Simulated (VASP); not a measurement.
# Os (Fm-3m) in VASP: notebook, part 2 of 2

VASP 6.6.1. Earlier steps stand in the parts before.

## (4) Electric field gradients, r2SCAN

POSCAR reads:

```
Os
1.0
    0.0000000000      1.9450000000      1.9450000000
    1.9450000000      0.0000000000      1.9450000000
    1.9450000000      1.9450000000      0.0000000000
Os
1
Direct
    0.0000000000      0.0000000000      0.0000000000
```

INCAR.step1 reads:

```
PREC = Accurate ; ENCUT = 520
ISMEAR = -1 ; SIGMA = 0.03
LREAL = False ; LASPH = True
NELM = 60 ; NBANDS = 10
GGA = PE ; ALGO = Normal
EDIFF = 1E-4 ; LWAVE = True
LCHARG = False
```

INCAR.step2 reads:

```
PREC = Accurate ; ENCUT = 520
EDIFF = 1E-8 ; ISMEAR = -1
SIGMA = 0.03 ; LREAL = False
LASPH = True ; NELM = 60
ALGO = Normal ; ISIF = 2
LWAVE = False ; LCHARG = False
METAGGA = R2SCAN ; LMIXTAU = True
LEFG = True ; NBANDS = 10
ISTART = 1
```

KPOINTS reads:

```
regular mesh
0
Gamma
  14 14 14
```

Potentials or basis: VASP PAW PBE potentials, release 64 (Os).

Started as:

```sh
$ cat potpaw_PBE.64/Os/POTCAR > POTCAR
$ cp INCAR.step1 INCAR
$ mpirun -np 1 vasp_std > vasp.out
$ cp INCAR.step2 INCAR
$ mpirun -np 1 vasp_std > vasp.out
```

OUTCAR:

```text
PREC = Accurate
   ENCUT = 520
   EDIFF = 1E-8
   ISMEAR = -1
   LREAL = False
   LASPH = True
   NELM = 60
   ISIF = 2
   METAGGA = R2SCAN
   ISTART = 1

 ion  position               nearest neighbor table
   1  0.000  0.000  0.000-

  LATTYP: Found a face centered cubic cell.
 ALAT       =     3.8900000000

  Lattice vectors:

 A1 = (   0.0000000000,   1.9450000000,   1.9450000000)
 A2 = (   1.9450000000,   0.0000000000,   1.9450000000)
 A3 = (   1.9450000000,   1.9450000000,   0.0000000000)

Analysis of symmetry for initial positions (statically):
=====================================================================
 Subroutine PRICEL returns:
 Original cell was already a primitive cell.

 Routine SETGRP: Setting up the symmetry group for a
 face centered cubic supercell.

 Subroutine GETGRP returns: Found 48 space group operations
 (whereof 48 operations were pure point group operations)
 out of a pool of 48 trial point group operations.

The static configuration has the point symmetry O_h .

Analysis of symmetry for dynamics (positions and initial velocities):
=====================================================================
 Subroutine PRICEL returns:
 Original cell was already a primitive cell.

 Routine SETGRP: Setting up the symmetry group for a
 face centered cubic supercell.

 Subroutine GETGRP returns: Found 48 space group operations
 (whereof 48 operations were pure point group operations)
 out of a pool of 48 trial point group operations.

The dynamic configuration has the point symmetry O_h .

 Subroutine INISYM returns: Found 48 space group operations
 (whereof 48 operations are pure point group operations),
 and found     1 'primitive' translations

----------------------------------------------------------------------------------------

                                     Primitive cell

  volume of cell :      14.7160

  direct lattice vectors                    reciprocal lattice vectors
     0.000000000  1.945000000  1.945000000    -0.257069409  0.257069409  0.257069409
     1.945000000  0.000000000  1.945000000     0.257069409 -0.257069409  0.257069409
     1.945000000  1.945000000  0.000000000     0.257069409  0.257069409 -0.257069409

  length of vectors
     2.750645379  2.750645379  2.750645379     0.445257277  0.445257277  0.445257277

  position of ions in fractional coordinates (direct lattice)
     0.000000000  0.000000000  0.000000000

  ion indices of the primitive-cell ions
   primitive index   ion index
                 1           1

----------------------------------------------------------------------------------------

 KPOINTS: regular mesh

Automatic generation of k-mesh.
 Grid dimensions read from file:
 generate k-points for:   14   14   14

 Generating k-lattice:

  Cartesian coordinates                     Fractional coordinates (reciprocal lattice)
[... 63 lines left out ...]
   NSW    =      0    number of steps for IOM
   IBRION =     -1    ionic relax: 0-MD 1-quasi-New 2-CG
   NFREE  =      0    steps in history (QN), initial steepest desc. (CG)
   ISIF   =      2    stress and relaxation
   ISYM   =      2    0-nonsym 1-usesym 2-fastsym
   POTIM  = 0.5000    time-step for ionic-motion
   TEBEG  =    0.0;   TEEND  =   0.0 temperature during run
   PSTRESS=    0.0 pullay stress
   NELECT =       8.0000    total number of electrons
   NUPDOWN=      -1.0000    fix difference up-down
   EMIN   =  10.00;   EMAX   =-10.00  energy-range for DOS
   EFERMI =   0.00;   METHOD = LEGACY
   ISMEAR =    -1;   SIGMA  =   0.03  broadening in eV -4-tet -1-fermi 0-gaus
   EFERMI_NEDOS =   21; number of points for ismear=-14 and -15
   IALGO  =     38    algorithm
   IMIX   =      4    mixing-type and parameters
     AMIX     =   0.40;   BMIX     =  1.00
     AMIX_MAG =   1.60;   BMIX_MAG =  1.00
  volume/ion in A,a.u.               =      14.72        99.31
  Fermi-wavevector in a.u.,A,eV,Ry     =   1.336109  2.524880 24.288947  1.785187
  Thomas-Fermi vector in A             =   2.464761
   LORBIT       =      0    0 simple, 1 ext, 2 COOP (PROOUT), +10 PAW based schemes
   METAGGA = R2SCAN    functional components
   LHFCALC =     F    Hartree Fock is set to
   AEXX    =    0.0000 exact exchange contribution
   IVDW    =     0    specifies the selected vdW correction
   LEPSILON=     F    determine dielectric tensor
   LRPA    =     F    only Hartree local field effects (RPA)
 non-spin polarized calculation
  energy-cutoff  :      520.00
  volume of cell :       14.72
 maximum number of plane-waves:       411
   NGX = 11   NGY = 11   NGZ = 11

 number of electron       8.0000000 magnetization

 Free energy of the ion-electron system (eV)
  ---------------------------------------------------
  ext. energy  EPLUGINS =         0.00000000
  ---------------------------------------------------
  free energy    TOTEN  =       -52.81292636 eV

  energy without entropy =      -52.80827890  energy(sigma->0) =      -52.81060263

 E-fermi :   8.3382     XC(G=0): -15.0554

 val. band max:        8.3345326188   @ k =   0.0714   0.0000   0.0000
 cond. band min:       8.3432263577   @ k =   0.3571   0.2857   0.0714
 fundamental gap:      0.0086937388
 Fermi energy:         8.3382404469

 k-point     1 :       0.0000    0.0000    0.0000
  band No.  band energies     occupation
      1      -2.4553      2.00000
      2       5.4946      2.00000
      3       5.4946      2.00000
      4       5.4946      2.00000
      5       8.4065      0.18652
      6       8.4065      0.18652
      7      23.3582      0.00000
      8      29.2110      0.00000
      9      29.2110      0.00000
     10      29.2110      0.00000
[... 287 lines left out ...]
 k-point    24 :       0.2857    0.1429    0.0000
  band No.  band energies     occupation
      1       0.4223      2.00000
      2       3.9567      2.00000
      3       5.8283      2.00000
      4       6.6810      2.00000
      5       8.0993      1.99930
      6       9.4426      0.00000
      7      24.4132      0.00000
      8      27.4077      0.00000
      9      29.7212      0.00000
     10      30.5996      0.00000

 [... further k-points ...]
[... 5 lines left out ...]
  --------------------------------------------------------------------------------------
  -------------------------------------------------------------------------------------
  Total       -1.4899089     -1.4899089     -1.4899089      0.0000000     -0.0000000     -0.0000000
  in kB     -162.2114414   -162.2114414   -162.2114414      0.0000000     -0.0000000     -0.0000000
  external PRESSURE =    -162.2114414 kB  Pullay stress =       0.0000000 kB

 VOLUME and BASIS-vectors are now :
 -----------------------------------------------------------------------------
  energy-cutoff  :      520.00
  volume of cell :       14.72
      direct lattice vectors                 reciprocal lattice vectors
     0.000000000  1.945000000  1.945000000    -0.257069409  0.257069409  0.257069409
     1.945000000  0.000000000  1.945000000     0.257069409 -0.257069409  0.257069409
     1.945000000  1.945000000  0.000000000     0.257069409  0.257069409 -0.257069409

 POSITION                                       TOTAL-FORCE (eV/Angst)
 -----------------------------------------------------------------------------------
      0.00000      0.00000      0.00000         0.000000      0.000000      0.000000
 -----------------------------------------------------------------------------------
    total drift:                                0.000000     -0.000000     -0.000000

  FREE ENERGIE OF THE ION-ELECTRON SYSTEM (eV)
  ---------------------------------------------------
  free  energy   TOTEN  =       -52.8129263606 eV

  energy  without entropy=      -52.8082789029  energy(sigma->0) =      -52.81060263

 Electric field gradients (V/A^2)
---------------------------------------------------------------------
 ion       V_xx      V_yy      V_zz      V_xy      V_xz      V_yz
---------------------------------------------------------------------
   1       0.000    -0.000     0.000    -0.000    -0.000    -0.000
---------------------------------------------------------------------

 Electric field gradients after diagonalization (V/A^2)
 (convention: |V_zz| > |V_xx| > |V_yy|)
----------------------------------------------------------------------
 ion       V_xx      V_yy      V_zz     asymmetry (V_yy - V_xx)/ V_zz
----------------------------------------------------------------------
   1       0.000     0.000    -0.000       0.000
----------------------------------------------------------------------

           NMR quadrupolar parameters

 Cq : quadrupolar parameter    Cq=e*Q*V_zz/h
 eta: asymmetry parameters     (V_yy - V_xx)/ V_zz
 Q  : nuclear electric quadrupole moment in mb (millibarn)
----------------------------------------------------------------------
 ion       Cq(MHz)       eta       Q (mb)
----------------------------------------------------------------------
   1      -0.000       0.000       1.000
----------------------------------------------------------------------
```

OUTCAR.step1:

```text
PREC = Accurate
   ENCUT = 520
   ISMEAR = -1
   LREAL = False
   LASPH = True
   NELM = 60
[... 526 lines left out ...]
 POSITION                                       TOTAL-FORCE (eV/Angst)
 -----------------------------------------------------------------------------------
      0.00000      0.00000      0.00000         0.000000     -0.000000      0.000000
 -----------------------------------------------------------------------------------
    total drift:                                0.000000      0.000000     -0.000000

  FREE ENERGIE OF THE ION-ELECTRON SYSTEM (eV)
  ---------------------------------------------------
  free  energy   TOTEN  =       -11.0927721600 eV

  energy  without entropy=      -11.0881311882  energy(sigma->0) =      -11.09045167
```

OSZICAR.step1:

```text
N       E                     dE             d eps       ncg     rms          rms(c)
DAV:   1     0.376249471413E+02    0.37625E+02   -0.41683E+03  2128   0.739E+02
DAV:   2    -0.106216026352E+02   -0.48247E+02   -0.44955E+02  2168   0.202E+02
DAV:   3    -0.118132626068E+02   -0.11917E+01   -0.11848E+01  2474   0.294E+01
DAV:   4    -0.118163984618E+02   -0.31359E-02   -0.31356E-02  2262   0.168E+00
DAV:   5    -0.118164083007E+02   -0.98389E-05   -0.98377E-05  2294   0.888E-02    0.147E+01
DAV:   6    -0.112507246995E+02    0.56568E+00   -0.66255E-01  2490   0.645E+00    0.636E+00
DAV:   7    -0.110969524709E+02    0.15377E+00   -0.43321E-01  2552   0.495E+00    0.335E-01
DAV:   8    -0.110941915694E+02    0.27609E-02   -0.20647E-03  2158   0.367E-01    0.241E-01
DAV:   9    -0.110927759502E+02    0.14156E-02   -0.77042E-04  2280   0.286E-01    0.191E-02
DAV:  10    -0.110927721600E+02    0.37902E-05   -0.84898E-06  1142   0.215E-02
   1 F= -.11092772E+02 E0= -.11090452E+02  d E =-.464097E-02
```

Run time: 30 s. Hardware: 1 thread of Intel Xeon 6975P-C (Granite Rapids), shared host; peak memory 0.14 GiB.

Results:

```
Free energy            : -52.8129 eV
Pressure               : -16.2 GPa
Band gap on the k mesh : zero (band 4 reaches 10.69 eV, above the bottom of band 5 at 7.10 eV)
```

Levels at points of the mesh, in eV from the Fermi level:
```
           k point  band 1  band 2  band 3  band 4  band 5  band 6  band 7  band 8  band 9
(0.00, 0.00, 0.00)  -10.79   -2.84   -2.84   -2.84    0.07    0.07   15.02   20.87   20.87
(0.50, 0.00, 0.00)   -7.53   -3.00   -3.00   -0.18    2.39    2.39    8.88   14.59   20.94
(0.50, 0.50, 0.00)   -7.34   -6.65    2.33    2.36    3.06    3.06   12.17   12.61   12.61
```

Caveat: without QUAD_EFG the Cq values of the log hold for a quadrupole moment of 1 mb, not for the nuclei; the PAW data sets were made with another functional, which shifts forces and pressure a little; spin-orbit coupling is left out, which moves the levels of the heavy elements.

## (5) Overview

```tsv
level	potentials or basis	gap on the mesh (eV)	pressure (GPa)
LDA	VASP PAW LDA potentials, release 64 (Os)	none	-24.9
PBEsol	VASP PAW PBE potentials, release 64 (Os)	none	-20.0
r2SCAN	VASP PAW PBE potentials, release 64 (Os)	none	-16.2
```

Alike in all rows: task electric field gradients; no spin polarisation; cell as given; k mesh 14 × 14 × 14; cutoff (eV) 520; smearing fermi-dirac 0.03 eV.

Caveats: spin-orbit coupling is left out, which moves the levels of the heavy elements; the PAW data sets were made with another functional, which shifts forces and pressure a little (some runs).

Absolute energies hang on the potentials; compare differences alone.
